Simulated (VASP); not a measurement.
# CsH (I4/mmm) in VASP: notebook

Runs on CsH. Level: r2SCAN. Tasks: single point.

Program: VASP 6.6.1. These are calculated values, not measurements. Logs are shortened: lines on timing, memory, paths and dates and some standing lists are left out, and cuts for length are marked.

## (1) The cell of the first run

Symmetry: I4/mmm, No. 139, tetragonal system. The conventional cell has a = 4.148 Å, b = 4.148 Å, c = 6.376 Å, α = 90.00°, β = 90.00°, γ = 90.00°. Within 3.9 Å of Cs (site symmetry 4/mmm) lie 6 H at 2.93 to 3.19 Å. H (site symmetry 4/mmm) has 6 Cs at 2.93 to 3.19 Å within 3.9 Å.

## (2) Single point, r2SCAN (strain -0.080 along x and y, +0.000 along z)

POSCAR reads:

```
CsH
1.0
    0.0000000000      2.9329600000      3.1880000000
    2.9329600000      0.0000000000      3.1880000000
    2.9329600000      2.9329600000      0.0000000000
Cs H
1 1
Direct
    0.0000000000      0.0000000000      0.0000000000
    0.5000000000      0.5000000000      0.5000000000
```

INCAR.step1 reads:

```
SYSTEM = CsH
PREC     = Accurate       ! precision mode
ENCUT    = 520            ! plane-wave cutoff, eV
ISMEAR   = 0              ! smearing method
SIGMA    = 0.05           ! smearing width, eV
LREAL    = .FALSE.        ! projectors in reciprocal space
LASPH    = .TRUE.         ! aspherical terms in the spheres
NELM     = 80             ! most SCF steps
NBANDS   = 12             ! bands
GGA      = PE             ! functional
ALGO     = Normal         ! electronic algorithm
EDIFF    = 1E-4           ! SCF threshold, eV
LWAVE    = .TRUE.         ! write WAVECAR
LCHARG   = .FALSE.        ! write CHGCAR
```

INCAR.step2 reads:

```
SYSTEM = CsH
PREC     = Accurate       ! precision mode
ENCUT    = 520            ! plane-wave cutoff, eV
EDIFF    = 1E-7           ! SCF threshold, eV
ISMEAR   = 0              ! smearing method
SIGMA    = 0.05           ! smearing width, eV
LREAL    = .FALSE.        ! projectors in reciprocal space
LASPH    = .TRUE.         ! aspherical terms in the spheres
NELM     = 80             ! most SCF steps
ALGO     = Normal         ! electronic algorithm
ISIF     = 2              ! what is computed and relaxed
LWAVE    = .FALSE.        ! write WAVECAR
LCHARG   = .FALSE.        ! write CHGCAR
METAGGA  = R2SCAN         ! meta-GGA
LMIXTAU  = .TRUE.       
NBANDS   = 12             ! bands
ISTART   = 1
```

KPOINTS reads:

```
Automatic mesh
0
G
  6 6 6
  0 0 0
```

Potentials or basis: VASP PAW PBE potentials, release 64 (Cs_sv, H).

Run with:

```console
> cat potpaw_PBE.64/Cs_sv/POTCAR potpaw_PBE.64/H/POTCAR > POTCAR
> cp INCAR.step1 INCAR
> mpirun -np 1 vasp_std > vasp.out
> cp INCAR.step2 INCAR
> mpirun -np 1 vasp_std > vasp.out
```

OUTCAR:

```text
SYSTEM = CsH
   PREC = Accurate
   ENCUT = 520
   EDIFF = 1E-7
   ISMEAR = 0
   LREAL = .FALSE.
   LASPH = .TRUE.
   NELM = 80
   ISIF = 2
   METAGGA = R2SCAN
   ISTART = 1

 ion  position               nearest neighbor table
   1  0.000  0.000  0.000-
   2  0.500  0.500  0.500-

  LATTYP: Found a body centered tetragonal cell.
 ALAT       =     4.1478318099
 C/A-ratio  =     1.5371886548

  Lattice vectors:

 A1 = (  -2.9329600000,   0.0000000000,   3.1880000000)
 A2 = (   2.9329600000,   0.0000000000,   3.1880000000)
 A3 = (   0.0000000000,   2.9329600000,  -3.1880000000)

Analysis of symmetry for initial positions (statically):
=====================================================================
 Subroutine PRICEL returns:
 Original cell was already a primitive cell.

 Routine SETGRP: Setting up the symmetry group for a
 body centered tetragonal supercell.

 Subroutine GETGRP returns: Found 16 space group operations
 (whereof 16 operations were pure point group operations)
 out of a pool of 16 trial point group operations.

The static configuration has the point symmetry D_4h.

Analysis of symmetry for dynamics (positions and initial velocities):
=====================================================================
 Subroutine PRICEL returns:
 Original cell was already a primitive cell.

 Routine SETGRP: Setting up the symmetry group for a
 body centered tetragonal supercell.

 Subroutine GETGRP returns: Found 16 space group operations
 (whereof 16 operations were pure point group operations)
 out of a pool of 16 trial point group operations.

The dynamic configuration has the point symmetry D_4h.

 Subroutine INISYM returns: Found 16 space group operations
 (whereof 16 operations are pure point group operations),
 and found     1 'primitive' translations

----------------------------------------------------------------------------------------

                                     Primitive cell

  volume of cell :      54.8480

  direct lattice vectors                    reciprocal lattice vectors
     0.000000000  2.932960000  3.188000000    -0.170476242  0.170476242  0.156838143
     2.932960000  0.000000000  3.188000000     0.170476242 -0.170476242  0.156838143
     2.932960000  2.932960000  0.000000000     0.170476242  0.170476242 -0.156838143

  length of vectors
     4.331927788  4.331927788  4.147831810     0.287615197  0.287615197  0.287615197

  position of ions in fractional coordinates (direct lattice)
     0.000000000  0.000000000  0.000000000
     0.500000000  0.500000000  0.500000000

  ion indices of the primitive-cell ions
   primitive index   ion index
                 1           1
                 2           2

----------------------------------------------------------------------------------------

 KPOINTS: Automatic mesh

Automatic generation of k-mesh.
 Grid dimensions read from file:
 generate k-points for:    6    6    6

 Generating k-lattice:

  Cartesian coordinates                     Fractional coordinates (reciprocal lattice)
    -0.028412707  0.028412707  0.026139691     0.166666667  0.000000000  0.000000000
     0.028412707 -0.028412707  0.026139691     0.000000000  0.166666667  0.000000000
     0.028412707  0.028412707 -0.026139691     0.000000000  0.000000000  0.166666667

  Length of vectors
     0.047935866  0.047935866  0.047935866

  Shift w.r.t. Gamma in fractional coordinates (k-lattice)
     0.000000000  0.000000000  0.000000000

 Subroutine IBZKPT returns following result:
 ===========================================

 Found     30 irreducible k-points:

 Following reciprocal coordinates:
            Coordinates               Weight
  0.000000  0.000000  0.000000      1.000000
  0.166667  0.000000  0.000000      8.000000
  0.333333  0.000000  0.000000      8.000000
  0.500000  0.000000  0.000000      4.000000
  0.166667  0.166667  0.000000      2.000000
  0.333333  0.166667  0.000000      8.000000
[... 16 lines left out ...]
  0.333333  0.000000  0.333333      4.000000
  0.500000  0.000000  0.333333     16.000000
 [... further k-points ...]
   k-points           NKPTS =     30   k-points in BZ     NKDIM =     30   number of bands    NBANDS=     12
   number of dos      NEDOS =    301   number of ions     NIONS =      2
   total plane-waves  NPLWV =  32768
   dimension x,y,z NGX =    32 NGY =   32 NGZ =   32
   dimension x,y,z NGXF=    64 NGYF=   64 NGZF=   64
   ions per type =               1   1
   NGX,Y,Z   is equivalent  to a cutoff of  12.28, 12.28, 12.83 a.u.
   NGXF,Y,Z  is equivalent  to a cutoff of  24.56, 24.56, 25.65 a.u.
 SYSTEM =  CsH
   PREC   = accura    normal or accurate (medium, high low for compatibility)
   ISTART =      1    job   : 0-new  1-cont  2-samecut
   ICHARG =      0    charge: 1-file 2-atom 10-const
   ISPIN  =      1    spin polarized calculation?
   LNONCOLLINEAR =      F non collinear calculations
   LSORBIT =      F    spin-orbit coupling
   LASPH  =      T    aspherical Exc in radial PAW
   ENCUT  =  520.0 eV  38.22 Ry    6.18 a.u.   8.05  8.05  7.71*2*pi/ulx,y,z
   NELM   =     80;   NELMIN=  2; NELMDL=  0     # of ELM steps
   EDIFF  = 0.1E-06   stopping-criterion for ELM
   LREAL  =      F    real-space projection
   EDIFFG = 0.1E-05   stopping-criterion for IOM
   NSW    =      0    number of steps for IOM
   IBRION =     -1    ionic relax: 0-MD 1-quasi-New 2-CG
   NFREE  =      0    steps in history (QN), initial steepest desc. (CG)
   ISIF   =      2    stress and relaxation
   ISYM   =      2    0-nonsym 1-usesym 2-fastsym
   POTIM  = 0.5000    time-step for ionic-motion
   TEBEG  =    0.0;   TEEND  =   0.0 temperature during run
   PSTRESS=    0.0 pullay stress
   NELECT =      10.0000    total number of electrons
   NUPDOWN=      -1.0000    fix difference up-down
   EMIN   =  10.00;   EMAX   =-10.00  energy-range for DOS
   EFERMI =   0.00;   METHOD = LEGACY
   ISMEAR =     0;   SIGMA  =   0.05  broadening in eV -4-tet -1-fermi 0-gaus
   EFERMI_NEDOS =   21; number of points for ismear=-14 and -15
   IALGO  =     38    algorithm
   IMIX   =      4    mixing-type and parameters
     AMIX     =   0.40;   BMIX     =  1.00
     AMIX_MAG =   1.60;   BMIX_MAG =  1.00
  volume/ion in A,a.u.               =      27.42       185.07
  Fermi-wavevector in a.u.,A,eV,Ry     =   0.928299  1.754231 11.724676  0.861739
  Thomas-Fermi vector in A             =   2.054461
   LORBIT       =      0    0 simple, 1 ext, 2 COOP (PROOUT), +10 PAW based schemes
   METAGGA = R2SCAN    functional components
   LHFCALC =     F    Hartree Fock is set to
   AEXX    =    0.0000 exact exchange contribution
   IVDW    =     0    specifies the selected vdW correction
   LEPSILON=     F    determine dielectric tensor
   LRPA    =     F    only Hartree local field effects (RPA)
 non-spin polarized calculation
 Gauss-broadening in eV      SIGMA  =   0.05
  energy-cutoff  :      520.00
  volume of cell :       54.85
 maximum number of plane-waves:      1504
   NGX = 17   NGY = 17   NGZ = 15

 number of electron      10.0000002 magnetization

 Free energy of the ion-electron system (eV)
  ---------------------------------------------------
  ext. energy  EPLUGINS =         0.00000000
  ---------------------------------------------------
  free energy    TOTEN  =       -28.88894299 eV

  energy without entropy =      -28.88894299  energy(sigma->0) =      -28.88894299

 E-fermi :   1.0667     XC(G=0):  -8.2404

 val. band max:        0.8304299499   @ k =   0.5000   0.0000   0.0000
 cond. band min:       3.1957257981   @ k =   0.5000   0.0000   0.0000
 fundamental gap:      2.3652958481
 Fermi energy:         1.0667407511

 k-point     1 :       0.0000    0.0000    0.0000
  band No.  band energies     occupation
      1     -21.4321      2.00000
      2      -7.3776      2.00000
      3      -7.2516      2.00000
      4      -7.2516      2.00000
      5      -1.2188      2.00000
      6       6.1320      0.00000
      7       6.6027      0.00000
      8       6.6027      0.00000
      9       6.9654      0.00000
     10       8.9534      0.00000
     11       9.2203      0.00000
     12      10.2402      0.00000

 k-point     2 :       0.1667    0.0000    0.0000
  band No.  band energies     occupation
      1     -21.3930      2.00000
      2      -7.6860      2.00000
      3      -7.3905      2.00000
      4      -7.2715      2.00000
      5      -0.6946      2.00000
      6       5.4521      0.00000
      7       6.3314      0.00000
      8       6.8503      0.00000
      9       7.0631      0.00000
     10       8.2869      0.00000
     11       8.4435      0.00000
     12      11.5060      0.00000

 k-point     3 :       0.3333    0.0000    0.0000
  band No.  band energies     occupation
      1     -21.3130      2.00000
      2      -8.3450      2.00000
      3      -7.4989      2.00000
      4      -7.3103      2.00000
      5       0.2863      2.00000
      6       3.9282      0.00000
      7       5.9203      0.00000
      8       6.5794      0.00000
      9       7.9460      0.00000
     10       8.9091      0.00000
     11       9.1234      0.00000
     12      13.9365      0.00000

 k-point     4 :       0.5000    0.0000    0.0000
  band No.  band energies     occupation
      1     -21.2720      2.00000
      2      -8.6362      2.00000
      3      -7.5490      2.00000
      4      -7.3293      2.00000
      5       0.8304      2.00000
      6       3.1957      0.00000
      7       5.6218      0.00000
      8       6.2700      0.00000
      9       9.1210      0.00000
     10       9.9473      0.00000
     11      10.4026      0.00000
     12      12.3886      0.00000

 k-point     5 :       0.1667    0.1667    0.0000
  band No.  band energies     occupation
      1     -21.3893      2.00000
      2      -7.7157      2.00000
      3      -7.3382      2.00000
      4      -7.3382      2.00000
      5      -0.7870      2.00000
      6       5.3720      0.00000
      7       5.6516      0.00000
      8       7.1311      0.00000
      9       7.1311      0.00000
     10       9.1750      0.00000
     11       9.4871      0.00000
     12      11.7886      0.00000
[... 228 lines left out ...]
      1     -21.2559      2.00000
      2      -8.3305      2.00000
      3      -7.8299      2.00000
      4      -7.5143      2.00000
      5       0.0565      2.00000
      6       4.6603      0.00000
      7       5.2566      0.00000
      8       7.4747      0.00000
      9       8.4202      0.00000
     10       8.9366      0.00000
     11      11.5280      0.00000
     12      12.7696      0.00000

 k-point    22 :      -0.3333    0.5000    0.1667
  band No.  band energies     occupation
      1     -21.2434      2.00000
      2      -8.3039      2.00000
      3      -7.8035      2.00000
      4      -7.7386      2.00000
      5      -0.3468      2.00000
      6       4.8495      0.00000
      7       5.9614      0.00000
      8       7.3791      0.00000
      9      10.2641      0.00000
     10      10.6401      0.00000
     11      11.2300      0.00000
     12      11.2683      0.00000

 k-point    23 :       0.3333    0.0000    0.3333
  band No.  band energies     occupation
      1     -21.2620      2.00000
      2      -8.1949      2.00000
      3      -7.6899      2.00000
      4      -7.6551      2.00000
      5      -0.4761      2.00000
      6       4.2586      0.00000
      7       6.4397      0.00000
      8       7.9146      0.00000
      9       8.5314      0.00000
     10       8.7082      0.00000
     11      10.3874      0.00000
     12      12.6967      0.00000

 k-point    24 :       0.5000    0.0000    0.3333
  band No.  band energies     occupation
      1     -21.2218      2.00000
      2      -8.3149      2.00000
      3      -7.8546      2.00000
      4      -7.7114      2.00000
      5      -0.5424      2.00000
      6       4.1923      0.00000
      7       6.6237      0.00000
      8       7.9309      0.00000
      9       8.9800      0.00000
     10      10.2579      0.00000
     11      11.0337      0.00000
     12      11.8870      0.00000

 [... further k-points ...]

------------------------ aborting loop because EDIFF is reached ----------------------------------------

  FORCE on cell =-STRESS in cart. coord.  units (eV):
  Direction    XX          YY          ZZ          XY          YZ          ZX
  --------------------------------------------------------------------------------------
  -------------------------------------------------------------------------------------
  Total        1.2629507      1.2629507      0.1232315      0.0000000      0.0000000     -0.0000000
  in kB       36.8923564     36.8923564      3.5997458      0.0000000      0.0000000     -0.0000000
  external PRESSURE =      25.7948195 kB  Pullay stress =       0.0000000 kB

 VOLUME and BASIS-vectors are now :
 -----------------------------------------------------------------------------
  energy-cutoff  :      520.00
  volume of cell :       54.85
      direct lattice vectors                 reciprocal lattice vectors
     0.000000000  2.932960000  3.188000000    -0.170476242  0.170476242  0.156838143
     2.932960000  0.000000000  3.188000000     0.170476242 -0.170476242  0.156838143
     2.932960000  2.932960000  0.000000000     0.170476242  0.170476242 -0.156838143

 POSITION                                       TOTAL-FORCE (eV/Angst)
 -----------------------------------------------------------------------------------
      0.00000      0.00000      0.00000        -0.000000     -0.000000     -0.000000
      2.93296      2.93296      3.18800         0.000000      0.000000      0.000000
 -----------------------------------------------------------------------------------
    total drift:                                0.000000     -0.000000     -0.000000

  FREE ENERGIE OF THE ION-ELECTRON SYSTEM (eV)
  ---------------------------------------------------
  free  energy   TOTEN  =       -28.8889429884 eV

  energy  without entropy=      -28.8889429884  energy(sigma->0) =      -28.88894299
```

Wall time 33 s (1 thread of Intel Xeon Platinum 8559C (Emerald Rapids), shared host); peak memory 0.18 GiB.

Results:

```yaml
Free_energy: -28.8889 eV
Pressure: 2.6 GPa
Band_gap_on_the_k_mesh: 2.37 eV, direct
```

Levels at points of the mesh, in eV from the valence-band top:
```
           k point  band 3  band 4  band 5  band 6  band 7  band 8
(0.00, 0.00, 0.00)   -8.08   -8.08   -2.05    5.30    5.77    5.77
(0.50, 0.00, 0.00)   -8.38   -8.16    0.00    2.37    4.79    5.44
(0.50, 0.50, 0.00)   -8.41   -8.41   -1.71    3.25    6.24    9.40
(0.50, 0.00, 0.50)   -8.65   -8.57   -1.77    2.99    7.08    8.69
```

Caveat: the cell differs from its parent crystal (strain -0.080 along x and y, +0.000 along z); the PAW data sets were made with another functional, which shifts forces and pressure a little; spin-orbit coupling is left out, which moves the levels of the heavy elements.

## (3) Single point, r2SCAN (strain -0.040 along x and y, -0.080 along z)

POSCAR reads:

```
CsH
1.0
    0.0000000000      3.0604800000      2.9329600000
    3.0604800000      0.0000000000      2.9329600000
    3.0604800000      3.0604800000      0.0000000000
Cs H
1 1
Direct
    0.0000000000      0.0000000000      0.0000000000
    0.5000000000      0.5000000000      0.5000000000
```

INCAR.step1 reads:

```
SYSTEM = CsH
PREC = Accurate
ENCUT = 520
ISMEAR = 0
SIGMA = 0.05
LREAL = .False.
LASPH = .True.
NELM = 100
NBANDS = 12
GGA = PE
ALGO = Normal
EDIFF = 1E-4
LWAVE = .True.
LCHARG = .False.
```

INCAR.step2 reads:

```
SYSTEM = CsH
PREC = Accurate
ENCUT = 520
EDIFF = 1E-6
ISMEAR = 0
SIGMA = 0.05
LREAL = .False.
LASPH = .True.
NELM = 100
ALGO = Normal
ISIF = 2
LWAVE = .False.
LCHARG = .False.
METAGGA = R2SCAN
LMIXTAU = .True.
NBANDS = 12
ISTART = 1
```

KPOINTS reads:

```
Automatic mesh
0
Gamma
  6 6 6
  0 0 0
```

Potentials or basis: VASP PAW PBE potentials, release 64 (Cs_sv, H).

Run with:

```console
> cat potpaw_PBE.64/Cs_sv/POTCAR potpaw_PBE.64/H/POTCAR > POTCAR
> cp INCAR.step1 INCAR
> mpirun -np 1 vasp_std > vasp.out
> cp INCAR.step2 INCAR
> mpirun -np 1 vasp_std > vasp.out
```

Wall time 30 s (1 thread of Intel Xeon Platinum 8559C (Emerald Rapids), shared host); peak memory 0.19 GiB.

The run converged. Its results:

```
Free energy            : -28.9137 eV
Pressure               : 2.4 GPa
Band gap on the k mesh : 2.41 eV, direct
```

Stress tensor (GPa, compression positive):
```
1.71 0.00 0.00
0.00 1.71 0.00
0.00 0.00 3.69
```

Levels at points of the mesh, in eV from the valence-band top:
```csv
k point,band 1,band 2,band 3,band 4,band 5,band 6,band 7,band 8,band 9,band 10
"(0.00, 0.00, 0.00)",-22.24,-8.12,-8.12,-8.07,-2.02,5.55,5.55,5.77,6.75,7.56
"(0.50, 0.00, 0.00)",-22.08,-9.43,-8.29,-8.20,0.00,2.41,4.94,5.31,8.35,9.23
"(0.50, 0.50, 0.00)",-22.01,-9.17,-8.59,-8.59,-1.73,2.99,7.12,9.40,9.52,9.52
"(0.50, 0.00, 0.50)",-22.04,-9.23,-8.51,-8.47,-1.70,3.15,6.67,9.10,9.48,9.74
```

Caveat: the cell differs from its parent crystal (strain -0.040 along x and y, -0.080 along z); the PAW data sets were made with another functional, which shifts forces and pressure a little; spin-orbit coupling is left out, which moves the levels of the heavy elements.
